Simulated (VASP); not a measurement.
# S (Fd-3m) in VASP: a series of runs

Runs on S. Level: LDA. Tasks: single point.

Program: VASP 6.6.1. These are calculated values, not measurements. Logs are shortened: lines on timing, memory, paths and dates and some standing lists are left out, and cuts for length are marked.

### Step 1. The cell of the first run

Symmetry: Fd-3m, No. 227, cubic system. The conventional cell has a = 4.616 Å, b = 4.616 Å, c = 4.616 Å, α = 90.00°, β = 90.00°, γ = 90.00°. S (site symmetry -43m) has 4 S at 2.00 Å within 2.6 Å.

### Step 2. Single point, LDA (volume scaled by 0.55)

INCAR

```
SYSTEM = S
PREC     = Accurate       ! precision mode
ENCUT    = 520            ! plane-wave cutoff, eV
EDIFF    = 1E-6           ! SCF threshold, eV
ISMEAR   = -1             ! smearing method
SIGMA    = 0.05           ! smearing width, eV
LREAL    = .FALSE.        ! projectors in reciprocal space
LASPH    = .TRUE.         ! aspherical terms in the spheres
NELM     = 100            ! most SCF steps
ALGO     = Normal         ! electronic algorithm
ISIF     = 2              ! what is computed and relaxed
LWAVE    = .FALSE.        ! write WAVECAR
LCHARG   = .FALSE.        ! write CHGCAR
NBANDS   = 13             ! bands
```

KPOINTS

```
regular mesh
0
G
  13 13 13
  0 0 0
```

POSCAR

```
S
1.0
    0.0000000000      2.3081238770      2.3081238770
    2.3081238770      0.0000000000      2.3081238770
    2.3081238770      2.3081238770      0.0000000000
S
2
Direct
   -0.1250000000     -0.1250000000     -0.1250000000
    0.1250000000      0.1250000000      0.1250000000
```

Potentials or basis: VASP PAW LDA potentials, release 64 (S).

Launch:

```bash
cat potpaw_LDA.64/S/POTCAR > POTCAR
mpirun -np 1 vasp_std > vasp.out
```

OUTCAR:

```text
SYSTEM = S
   PREC = Accurate
   ENCUT = 520
   EDIFF = 1E-6
   ISMEAR = -1
   LREAL = .FALSE.
   LASPH = .TRUE.
   NELM = 100
   ISIF = 2

 ion  position               nearest neighbor table
   1  0.875  0.875  0.875-   2 2.00   2 2.00   2 2.00   2 2.00
   2  0.125  0.125  0.125-   1 2.00   1 2.00   1 2.00   1 2.00

  LATTYP: Found a face centered cubic cell.
 ALAT       =     4.6162477540

  Lattice vectors:

 A1 = (   0.0000000000,   2.3081238770,   2.3081238770)
 A2 = (   2.3081238770,   0.0000000000,   2.3081238770)
 A3 = (   2.3081238770,   2.3081238770,   0.0000000000)

Analysis of symmetry for initial positions (statically):
=====================================================================
 Subroutine PRICEL returns:
 Original cell was already a primitive cell.

 Routine SETGRP: Setting up the symmetry group for a
 face centered cubic supercell.

 Subroutine GETGRP returns: Found 48 space group operations
 (whereof 12 operations were pure point group operations)
 out of a pool of 48 trial point group operations.

The static configuration has the point symmetry D_3d.
 The point group associated with its full space group is O_h .

Analysis of symmetry for dynamics (positions and initial velocities):
=====================================================================
 Subroutine PRICEL returns:
 Original cell was already a primitive cell.

 Routine SETGRP: Setting up the symmetry group for a
 face centered cubic supercell.

 Subroutine GETGRP returns: Found 48 space group operations
 (whereof 12 operations were pure point group operations)
 out of a pool of 48 trial point group operations.

The dynamic configuration has the point symmetry D_3d.
 The point group associated with its full space group is O_h .

 Subroutine INISYM returns: Found 48 space group operations
 (whereof 12 operations are pure point group operations),
 and found     1 'primitive' translations

----------------------------------------------------------------------------------------

                                     Primitive cell

  volume of cell :      24.5928

  direct lattice vectors                    reciprocal lattice vectors
     0.000000000  2.308123877  2.308123877    -0.216626155  0.216626155  0.216626155
     2.308123877  0.000000000  2.308123877     0.216626155 -0.216626155  0.216626155
     2.308123877  2.308123877  0.000000000     0.216626155  0.216626155 -0.216626155

[... 83 lines left out ...]
   EDIFF  = 0.1E-05   stopping-criterion for ELM
   LREAL  =      F    real-space projection
[... 7 lines left out ...]
   TEBEG  =    0.0;   TEEND  =   0.0 temperature during run
   PSTRESS=    0.0 pullay stress
   NELECT =      12.0000    total number of electrons
   NUPDOWN=      -1.0000    fix difference up-down
   EMIN   =  10.00;   EMAX   =-10.00  energy-range for DOS
   EFERMI =   0.00;   METHOD = LEGACY
   ISMEAR =    -1;   SIGMA  =   0.05  broadening in eV -4-tet -1-fermi 0-gaus
   EFERMI_NEDOS =   21; number of points for ismear=-14 and -15
   IALGO  =     38    algorithm
   IMIX   =      4    mixing-type and parameters
     AMIX     =   0.40;   BMIX     =  1.00
     AMIX_MAG =   1.60;   BMIX_MAG =  1.00
  volume/ion in A,a.u.               =      12.30        82.98
  Fermi-wavevector in a.u.,A,eV,Ry     =   1.288841  2.435557 22.600802  1.661112
  Thomas-Fermi vector in A             =   2.420771
   LORBIT       =      0    0 simple, 1 ext, 2 COOP (PROOUT), +10 PAW based schemes
   GGA     = CA    functional components
   LHFCALC =     F    Hartree Fock is set to
   AEXX    =    0.0000 exact exchange contribution
   IVDW    =     0    specifies the selected vdW correction
   LEPSILON=     F    determine dielectric tensor
   LRPA    =     F    only Hartree local field effects (RPA)
 non-spin polarized calculation
  energy-cutoff  :      520.00
  volume of cell :       24.59
 maximum number of plane-waves:       674
   NGX = 13   NGY = 13   NGZ = 13

 number of electron      11.9999998 magnetization

 Free energy of the ion-electron system (eV)
  ---------------------------------------------------
  ext. energy  EPLUGINS =         0.00000000
  ---------------------------------------------------
  free energy    TOTEN  =        -4.38487179 eV

  energy without entropy =       -4.37629908  energy(sigma->0) =       -4.38058543

 E-fermi :  12.1549     XC(G=0): -12.1589

 val. band max:       12.1519973373   @ k =  -0.2308   0.3846   0.1538
 cond. band min:      12.2178140244   @ k =  -0.3077   0.4615   0.2308
 fundamental gap:      0.0658166871
 Fermi energy:        12.1548650822

 k-point     1 :       0.0000    0.0000    0.0000
  band No.  band energies     occupation
      1     -10.1288      2.00000
      2       5.4850      2.00000
      3       5.4850      2.00000
      4       5.4850      2.00000
      5       8.3647      2.00000
      6       9.9441      2.00000
      7       9.9441      2.00000
      8       9.9441      2.00000
      9      18.4099      0.00000
     10      18.4099      0.00000
     11      18.7417      0.00000
     12      23.6285      0.00000
     13      23.6285      0.00000
[... 354 lines left out ...]
  band No.  band energies     occupation
      1      -7.4027      2.00000
      2      -2.6027      2.00000
      3       2.6534      2.00000
      4       3.5156      2.00000
      5       9.3126      2.00000
      6      11.6363      1.99994
      7      12.8913      0.00000
      8      15.0269      0.00000
      9      20.0278      0.00000
     10      21.3638      0.00000
     11      22.1391      0.00000
     12      22.6062      0.00000
     13      24.0096      0.00000

 [... further k-points ...]

------------------------ aborting loop because EDIFF is reached ----------------------------------------

  FORCE on cell =-STRESS in cart. coord.  units (eV):
  Direction    XX          YY          ZZ          XY          YZ          ZX
  --------------------------------------------------------------------------------------
  -------------------------------------------------------------------------------------
  Total       11.1422208     11.1422208     11.1422208     -0.0000000      0.0000000     -0.0000000
  in kB      725.8970102    725.8970102    725.8970102     -0.0000000      0.0000000     -0.0000000
  external PRESSURE =     725.8970102 kB  Pullay stress =       0.0000000 kB

 VOLUME and BASIS-vectors are now :
 -----------------------------------------------------------------------------
  energy-cutoff  :      520.00
  volume of cell :       24.59
      direct lattice vectors                 reciprocal lattice vectors
     0.000000000  2.308123877  2.308123877    -0.216626155  0.216626155  0.216626155
     2.308123877  0.000000000  2.308123877     0.216626155 -0.216626155  0.216626155
     2.308123877  2.308123877  0.000000000     0.216626155  0.216626155 -0.216626155

 POSITION                                       TOTAL-FORCE (eV/Angst)
 -----------------------------------------------------------------------------------
      4.03922      4.03922      4.03922        -0.000000     -0.000000     -0.000000
      0.57703      0.57703      0.57703         0.000000      0.000000      0.000000
 -----------------------------------------------------------------------------------
    total drift:                                0.000000      0.000000      0.000000

  FREE ENERGIE OF THE ION-ELECTRON SYSTEM (eV)
  ---------------------------------------------------
  free  energy   TOTEN  =        -4.3848717897 eV

  energy  without entropy=       -4.3762990755  energy(sigma->0) =       -4.38058543
```

Run time: 44 s. Hardware: 1 thread of AMD EPYC 7R13, shared host; peak memory 0.1 GiB.

What came out:

| Quantity | Value |
| --- | --- |
| Free energy | -4.3849 eV |
| Pressure | 72.6 GPa |
| Band gap on the k mesh | zero (band 6 reaches 14.18 eV, above the bottom of band 7 at 9.94 eV) |

### Step 3. Single point, LDA (volume scaled by 0.65)

INCAR

```
PREC     = Accurate       # precision mode
ENCUT    = 520            # plane-wave cutoff, eV
EDIFF    = 1E-7           # SCF threshold, eV
ISMEAR   = -1             # smearing method
SIGMA    = 0.05           # smearing width, eV
LREAL    = F              # projectors in reciprocal space
LASPH    = T              # aspherical terms in the spheres
NELM     = 80             # most SCF steps
ALGO     = Normal         # electronic algorithm
ISIF     = 2              # what is computed and relaxed
LWAVE    = F              # write WAVECAR
LCHARG   = T              # write CHGCAR
LELF     = T              # ELF
LVHAR    = T            
NBANDS   = 13             # bands
```

KPOINTS

```
Automatic mesh
0
Gamma
  13 13 13
```

POSCAR

```
S
1.0
    0.0000000000      2.4402969067      2.4402969067
    2.4402969067      0.0000000000      2.4402969067
    2.4402969067      2.4402969067      0.0000000000
S
2
Direct
   -0.1250000000     -0.1250000000     -0.1250000000
    0.1250000000      0.1250000000      0.1250000000
```

Potentials or basis: VASP PAW LDA potentials, release 64 (S).

Launch:

```bash
cat potpaw_LDA.64/S/POTCAR > POTCAR
mpirun -np 1 vasp_std > vasp.out
```

Wall time 83 s (1 thread of AMD EPYC 7R13, shared host); peak memory 0.12 GiB.

It converged, with:

* Free energy: -5.9652 eV
* Pressure: 42.9 GPa
* Band gap on the k mesh: zero (band 6 reaches 11.34 eV, above the bottom of band 7 at 7.73 eV)

Levels at points of the mesh, in eV from the Fermi level:
| k point | band 2 | band 3 | band 4 | band 5 | band 6 | band 7 | band 8 | band 9 | band 10 | band 11 |
| --- | --- | --- | --- | --- | --- | --- | --- | --- | --- | --- |
| (0.00, 0.00, 0.00) | -5.90 | -5.90 | -5.90 | -5.60 | -1.81 | -1.81 | -1.81 | 6.10 | 6.72 | 6.72 |

### Step 4. Single point, LDA (volume scaled by 0.75)

INCAR

```
  ALGO = Normal
  EDIFF = 1E-7
  ENCUT = 520
  GGA = CA
  ISIF = 2
  ISMEAR = -1
  LASPH = T
  LCHARG = F
  LREAL = F
  LWAVE = F
  NBANDS = 13
  NELM = 100
  PREC = Accurate
  SIGMA = 0.05
```

KPOINTS

```
k-points
0
Gamma
  13 13 13
```

POSCAR

```
S
1.0
    0.0000000000      2.5595206534      2.5595206534
    2.5595206534      0.0000000000      2.5595206534
    2.5595206534      2.5595206534      0.0000000000
S
2
Direct
   -0.1250000000     -0.1250000000     -0.1250000000
    0.1250000000      0.1250000000      0.1250000000
```

Launch:

```bash
cat potpaw_LDA.64/S/POTCAR > POTCAR
mpirun -np 1 vasp_std > vasp.out
```

It took 79 s on 1 thread of AMD EPYC 7R13, shared host; peak memory 0.12 GiB.

It converged, with:

* Free energy: -6.8719 eV
* Pressure: 23.3 GPa
* Band gap on the k mesh: zero (band 6 reaches 8.86 eV, above the bottom of band 7 at 6.04 eV)

Levels at points of the mesh, in eV from the Fermi level:
```csv
k point,band 2,band 3,band 4,band 5,band 6,band 7,band 8,band 9,band 10,band 11
"(0.00, 0.00, 0.00)",-6.90,-5.33,-5.33,-5.33,-1.57,-1.57,-1.57,5.70,7.00,7.00
```

### Step 5. Summary

| cell | gap on the mesh (eV) | pressure (GPa) |
| --- | --- | --- |
| a = 3.264 Å, angles 60.0°, 2 atoms | none | 72.6 |
| a = 3.451 Å, angles 60.0°, 2 atoms | none | 42.9 |
| a = 3.620 Å, angles 60.0°, 2 atoms | none | 23.3 |

Alike in all rows: task single point; level LDA; potentials or basis VASP PAW LDA potentials, release 64 (S); no spin polarisation; k mesh 13 × 13 × 13; cutoff (eV) 520; smearing fermi-dirac 0.05 eV.

Absolute energies hang on the potentials; compare differences alone.
